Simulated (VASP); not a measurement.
# Si16C (a cell with a defect) in VASP: molecular dynamics with LDA

Aim: the molecular dynamics of Si16C (a cell with a defect) with LDA.

Everything below comes from runs of VASP 6.6.1. Logs are shortened: lines on timing, memory, paths and dates and some standing lists are left out, and cuts for length are marked.

### 1 The cell of the first run

The cell holds a defect, 17 atoms: a = 7.679 Å, b = 7.679 Å, c = 7.679 Å, α = 60.00°, β = 60.00°, γ = 60.00°.

### 2 Molecular dynamics, LDA, collinear spin, zero start

INCAR

```
SYSTEM = Si16C
  PREC = Accurate
  ENCUT = 520
  EDIFF = 1E-5
  ISMEAR = -1
  SIGMA = 0.002
  LREAL = Auto
  LASPH = .True.
  NELM = 150
  ALGO = Normal
  ISIF = 2
  LWAVE = .False.
  LCHARG = .False.
  ISPIN = 2
  MAGMOM = 0 0 0 0 0 0 0 0 0 0 0 0 0 0 0 0 0
  LORBIT = 11
  IBRION = 0
  NSW = 40
  POTIM = 1.0
  TEBEG = 1200.0
  TEEND = 1200.0
  ISYM = 0
  NELMIN = 4
  RANDOM_SEED = 662901 0 0
  MDALGO = 2
  SMASS = 0
  KPAR = 2
  NCORE = 2
```

KPOINTS

```
Automatic mesh
0
Gamma
  2 2 2
  0 0 0
```

POSCAR

```
Si16C
1.0
    0.0000000000      5.4300000000      5.4300000000
    5.4300000000      0.0000000000      5.4300000000
    5.4300000000      5.4300000000      0.0000000000
Si C
16 1
Direct
   -0.0222566900      0.0017102000      0.0093149100
    0.1087022500      0.1141319100      0.1387498600
   -0.0222883500      0.0017012600      0.5115781900
    0.1101642000      0.1186358500      0.6357635200
    0.0525909200      0.4818372200     -0.0170110800
    0.1052344500      0.6284148900      0.1445197200
   -0.0294177600      0.4933448700      0.5181705900
    0.1051953300      0.6283758500      0.6222396300
    0.4829393800      0.0098591900      0.0037517700
    0.6046518000      0.1117292500      0.1471607100
    0.4844775000     -0.0252634300      0.5205671300
    0.6045675400      0.1119142300      0.6367414400
    0.4722668200      0.4786503600      0.0497913600
    0.6976967400      0.6628856800      0.0696051000
    0.4722380800      0.4789359600      0.4994873400
    0.5955121800      0.6001337600      0.6522582000
    0.5595325000      0.4786286500      0.2310776900
```

Potentials or basis: VASP PAW LDA potentials, release 64 (Si, C).

Launch:

```sh
cat potpaw_LDA.64/Si/POTCAR potpaw_LDA.64/C/POTCAR > POTCAR
mpirun -np 4 vasp_std > vasp.out
```

OUTCAR:

```text
SYSTEM = Si16C
   PREC = Accurate
   ENCUT = 520
   EDIFF = 1E-5
   ISMEAR = -1
   LREAL = Auto
   LASPH = .True.
   NELM = 150
   ISIF = 2
   ISPIN = 2
   LORBIT = 11
   IBRION = 0
   NSW = 40
   POTIM = 1.0
   TEBEG = 1200.0
   ISYM = 0
   NELMIN = 4

 ion  position               nearest neighbor table
   1  0.978  0.002  0.009-   2 2.34  10 2.34   6 2.34   4 2.34
   2  0.109  0.114  0.139-   1 2.34   3 2.34   5 2.35   9 2.35
   3  0.978  0.002  0.512-   2 2.34  12 2.34   8 2.34   4 2.34
   4  0.110  0.119  0.636-   1 2.34   3 2.34  11 2.35   7 2.35
   5  0.053  0.482  0.983-  14 2.26   6 2.31   8 2.31   2 2.35
   6  0.105  0.628  0.145-   5 2.31  13 2.31   1 2.34   7 2.35
   7  0.971  0.493  0.518-   6 2.35   8 2.35   4 2.35  16 2.35
   8  0.105  0.628  0.622-   5 2.31  15 2.31   3 2.34   7 2.35
   9  0.483  0.010  0.004-  14 2.27  10 2.31  12 2.31   2 2.35
  10  0.605  0.112  0.147-   9 2.31  13 2.31   1 2.34  11 2.34
  11  0.484  0.975  0.521-  10 2.34  12 2.34   4 2.35  16 2.35
  12  0.605  0.112  0.637-   9 2.31  15 2.31   3 2.34  11 2.34
  13  0.472  0.479  0.050-  17 1.82  10 2.31   6 2.31  16 2.50  14 2.82
  14  0.698  0.663  0.070-  17 1.76   5 2.26   9 2.27  13 2.82  15 2.82
  15  0.472  0.479  0.499-  17 1.82  12 2.31   8 2.31  16 2.49  14 2.82
  16  0.596  0.600  0.652-  11 2.35   7 2.35  15 2.49  13 2.50
  17  0.560  0.479  0.231-  14 1.76  15 1.82  13 1.82

IMPORTANT INFORMATION: All symmetrisations will be switched off!
NOSYMM: (Re-)initialisation of all symmetry stuff for point group C_1.

----------------------------------------------------------------------------------------

                                     Primitive cell

  volume of cell :     320.2060

  direct lattice vectors                    reciprocal lattice vectors
     0.000000000  5.430000000  5.430000000    -0.092081031  0.092081031  0.092081031
     5.430000000  0.000000000  5.430000000     0.092081031 -0.092081031  0.092081031
     5.430000000  5.430000000  0.000000000     0.092081031  0.092081031 -0.092081031

  length of vectors
     7.679179644  7.679179644  7.679179644     0.159489025  0.159489025  0.159489025

  position of ions in fractional coordinates (direct lattice)
     0.977743310  0.001710200  0.009314910
     0.108702250  0.114131910  0.138749860
     0.977711650  0.001701260  0.511578190
     0.110164200  0.118635850  0.635763520
     0.052590920  0.481837220  0.982988920
     0.105234450  0.628414890  0.144519720
[... 9 lines left out ...]
     0.595512180  0.600133760  0.652258200
     0.559532500  0.478628650  0.231077690

  ion indices of the primitive-cell ions
   primitive index   ion index
                 1           1
                 2           2
                 3           3
                 4           4
                 5           5
[... 116 lines left out ...]
  free energy    TOTEN  =      -100.76619282 eV

  energy without entropy =     -100.76619276  energy(sigma->0) =     -100.76619279

------------------------ aborting loop because EDIFF is reached ----------------------------------------

  FORCE on cell =-STRESS in cart. coord.  units (eV):
  Direction    XX          YY          ZZ          XY          YZ          ZX
  --------------------------------------------------------------------------------------
  -------------------------------------------------------------------------------------
  Total       -1.0043787     -1.0069982      7.1282806     -2.0240824      0.1364966     -0.1402887
  in kB       -5.0254919     -5.0385987     35.6669426    -10.1276642      0.6829721     -0.7019460
  external PRESSURE =       8.5342840 kB  Pullay stress =       0.0000000 kB
[... 164 lines left out ...]
  ENERGY OF THE ELECTRON-ION-THERMOSTAT SYSTEM (eV)
  ---------------------------------------------------
% ion-electron   TOTEN  =      -100.716396  see above
  kinetic energy EKIN   =         2.432464
  kin. lattice  EKIN_LAT=         0.000000  (temperature 1176.14 K)
  nose potential ES     =        -0.000310
  nose kinetic   EPS    =         0.000003
  ---------------------------------------------------
  total energy   ETOTAL =       -98.284239 eV

[... ionic steps 4 to 37 ...]

--------------------------------------- Ionic step       38  -------------------------------------------

 number of electron      68.0000000 magnetization      -0.0214025

------------------------ aborting loop because EDIFF is reached ----------------------------------------
[... 119 lines left out ...]
 number of electron      67.9999999 magnetization      -0.0003388

 number of electron      67.9999999 magnetization       0.0003641

 Free energy of the ion-electron system (eV)
  ---------------------------------------------------
  ext. energy  EPLUGINS =         0.00000000
  ---------------------------------------------------
  free energy    TOTEN  =       -98.30706328 eV

  energy without entropy =      -98.30706270  energy(sigma->0) =      -98.30706299

 E-fermi :   6.1401     XC(G=0):  -9.7992

 val. band max:        6.1204359535   @ k =   0.5000   0.0000   0.0000
 cond. band min:       6.1597382248   @ k =   0.0000   0.0000   0.0000
 fundamental gap:      0.0393022713
 Fermi energy:         6.1400875362

 spin component 1

 k-point     1 :       0.0000    0.0000    0.0000
  band No.  band energies     occupation
      1      -7.0720      1.00000
      2      -5.3758      1.00000
      3      -3.8758      1.00000
      4      -3.6783      1.00000
      5      -3.5741      1.00000
      6      -3.1006      1.00000
[... 357 lines left out ...]
     42       9.0061      0.00000
     43       9.2740      0.00000
 Fermi energy:         6.1400875362

 spin component 2

 k-point     1 :       0.0000    0.0000    0.0000
  band No.  band energies     occupation
      1      -7.0720      1.00000
      2      -5.3758      1.00000
      3      -3.8758      1.00000
      4      -3.6782      1.00000
      5      -3.5741      1.00000
      6      -3.1006      1.00000
[... 407 lines left out ...]
  ENERGY OF THE ELECTRON-ION-THERMOSTAT SYSTEM (eV)
  ---------------------------------------------------
% ion-electron   TOTEN  =       -98.307063  see above
  kinetic energy EKIN   =         2.492463
  kin. lattice  EKIN_LAT=         0.000000  (temperature 1205.15 K)
  nose potential ES     =        -3.231819
  nose kinetic   EPS    =         0.766555
  ---------------------------------------------------
  total energy   ETOTAL =       -98.279864 eV

 total charge

# of ion       s       p       d       tot
------------------------------------------
    1        0.756   0.969   0.000   1.725
    2        0.763   0.925   0.000   1.688
    3        0.763   0.930   0.000   1.692
    4        0.755   0.945   0.000   1.700
    5        0.763   0.926   0.000   1.689
    6        0.761   0.910   0.000   1.672
[... 9 lines left out ...]
   16        0.774   0.875   0.000   1.648
   17        0.897   1.484   0.000   2.381
--------------------------------------------------
tot         13.150  16.114   0.000  29.264

 magnetization (x)

# of ion       s       p       d       tot
------------------------------------------
    1       -0.000  -0.000   0.000  -0.000
    2       -0.000  -0.000   0.000  -0.000
    3       -0.000  -0.000   0.000  -0.000
    4       -0.000  -0.000   0.000  -0.000
    5        0.000   0.000   0.000   0.000
    6       -0.000   0.000   0.000  -0.000
[... 9 lines left out ...]
   16       -0.000  -0.000   0.000  -0.000
   17        0.000   0.003   0.000   0.004
--------------------------------------------------
tot         -0.000   0.002   0.000   0.002
```

OSZICAR:

```text
N       E                     dE             d eps       ncg     rms          rms(c)
DAV:   1     0.185331364400E+03    0.18533E+03   -0.26750E+04  1376   0.131E+03
DAV:   2    -0.844394307652E+02   -0.26977E+03   -0.25920E+03  1670   0.191E+02
DAV:   3    -0.105689300446E+03   -0.21250E+02   -0.20840E+02  1720   0.490E+01
[... 319 lines left out ...]
DAV:   2    -0.983073318000E+02    0.27691E-03   -0.93282E-03  2109   0.347E-01    0.135E-01
DAV:   3    -0.983070431291E+02    0.28867E-03   -0.24207E-03  1853   0.187E-01    0.606E-02
DAV:   4    -0.983070659134E+02   -0.22784E-04   -0.98830E-04  1746   0.103E-01    0.225E-02
DAV:   5    -0.983070617203E+02    0.41931E-05   -0.11628E-04  1658   0.416E-02    0.929E-03
DAV:   6    -0.983070632810E+02   -0.15607E-05   -0.15163E-05   897   0.142E-02
     40 T=  1205. E= -.98279864E+02 F= -.98307063E+02 E0= -.98307063E+02  EK= 0.24925E+01 SP= -.32E+01 SK= 0.77E+00 mag=      0.001
```

CONTCAR:

```text
Si16C
   1.00000000000000
     0.0000000000000000    5.4299999999999997    5.4299999999999997
     5.4299999999999997    0.0000000000000000    5.4299999999999997
     5.4299999999999997    5.4299999999999997    0.0000000000000000
  Si              C
    16     1
Direct
     0.9434216706704800   -0.0001444587700793    0.0225235210696044
     0.0825325629158937    0.1374091128685138    0.0998216491783507
     1.0501476242635381    0.0109516668927594    0.4701079188675212
     0.0858226772163970    0.1519529142769667    0.6521422640102621
     0.0351832077977781    0.4964053276583252    0.9698561091156946
     0.1298967694148923    0.6386091609189393    0.1197772962765046
[... 9 lines left out ...]
     0.5699595519620926    0.6352667789799157    0.6716974377707581
     0.6041215576352662    0.3953764116090161    0.2693563134172314

  0.68970730E-03  0.59956280E-03 -0.39969757E-02
 -0.10630970E-02 -0.74163711E-02  0.59633648E-03
 -0.61616609E-02  0.41868172E-02  0.10557859E-01
  0.85461267E-02 -0.75703122E-02  0.70659617E-02
  0.85442073E-02 -0.97585726E-03  0.25595370E-02
 -0.61123225E-02  0.10322019E-02 -0.21198896E-02
[... 9 lines left out ...]
  0.10644941E-02 -0.14705402E-02  0.59041998E-02
  0.60892286E-03  0.12018285E-01 -0.72149784E-02

           1
   1.00000000000000
 -0.58976776E+00  0.60938953E-01  0.61729476E-01 -0.65110198E+00
  0.94304532E+00  0.99949580E+00  0.23010284E-01
  0.82002458E-01  0.13804904E+00  0.98985940E-01
  0.52072701E-01  0.10970947E-01  0.46895389E+00
  0.84989300E-01  0.15408757E+00  0.65158148E+00
  0.34542275E-01  0.49751763E+00  0.97031733E+00
  0.13035944E+00  0.63775608E+00  0.11950472E+00
[... 43 lines left out ...]
  0.00000000E+00  0.00000000E+00  0.00000000E+00
  0.00000000E+00  0.00000000E+00  0.00000000E+00
```

Run time: 57 min. Hardware: 4 MPI ranks of AMD EPYC 9755, shared host; peak memory 0.42 GiB.

What came out:

```
Valence electrons inside the program's atomic spheres : Si 1.73, 1.69, 1.70, 1.67, 1.66, 1.68, 1.72, 1.62, 1.71, 1.59, 1.65 (each value once); C 2.38
```

Step by step:
```csv
step,potential energy change (eV),largest force (eV/Å),pressure (GPa),volume (Å³),temperature (K)
1,0.0000,0.0566,0.85,320.21,1200
2,0.0127,0.2644,0.76,320.21,1194
3,0.0498,0.5070,0.69,320.21,1176
4,0.1097,0.7463,0.64,320.21,1148
5,0.1899,0.9756,0.61,320.21,1111
6,0.2878,1.1979,0.60,320.21,1068
7,0.4004,1.4095,0.60,320.21,1020
8,0.5243,1.6048,0.59,320.21,970
9,0.6569,1.7946,0.65,320.21,920
10,0.7951,1.9688,0.67,320.21,871
11,0.9359,2.1282,0.73,320.21,826
12,1.0772,2.2743,0.76,320.21,786
13,1.2163,2.4097,0.78,320.21,752
14,1.3507,2.5237,0.82,320.21,726
15,1.4788,2.6234,0.86,320.21,708
16,1.5985,2.6958,0.86,320.21,702
17,1.7085,2.7545,0.89,320.21,707
18,1.8071,2.7907,0.90,320.21,725
19,1.8933,2.8044,0.89,320.21,760
20,1.9662,2.7987,0.87,320.21,812
21,2.0253,2.7700,0.83,320.21,885
22,2.0680,2.7161,0.76,320.21,981
23,2.0979,2.7131,0.69,320.21,1102
24,2.1185,2.7087,0.61,320.21,1249
25,2.1206,2.7011,0.50,320.21,1421
26,2.1172,2.6786,0.38,320.21,1614
27,2.1113,2.6510,0.22,320.21,1821
28,2.0954,2.5977,0.09,320.21,2029
29,2.0844,2.5389,-0.07,320.21,2221
30,2.0797,2.4859,-0.27,320.21,2378
31,2.0817,2.3896,-0.43,320.21,2481
32,2.0958,2.3016,-0.61,320.21,2515
33,2.1191,2.2273,-0.81,320.21,2477
34,2.1558,2.1338,-0.98,320.21,2370
35,2.2025,2.0411,-1.14,320.21,2209
36,2.2564,1.9520,-1.29,320.21,2011
37,2.3130,1.8841,-1.46,320.21,1797
38,2.3667,1.8318,-1.61,320.21,1584
39,2.4157,1.8804,-1.77,320.21,1385
40,2.4591,1.9161,-1.90,320.21,1205
```

Caveat: the k points lie up to 0.50 Å⁻¹ apart.
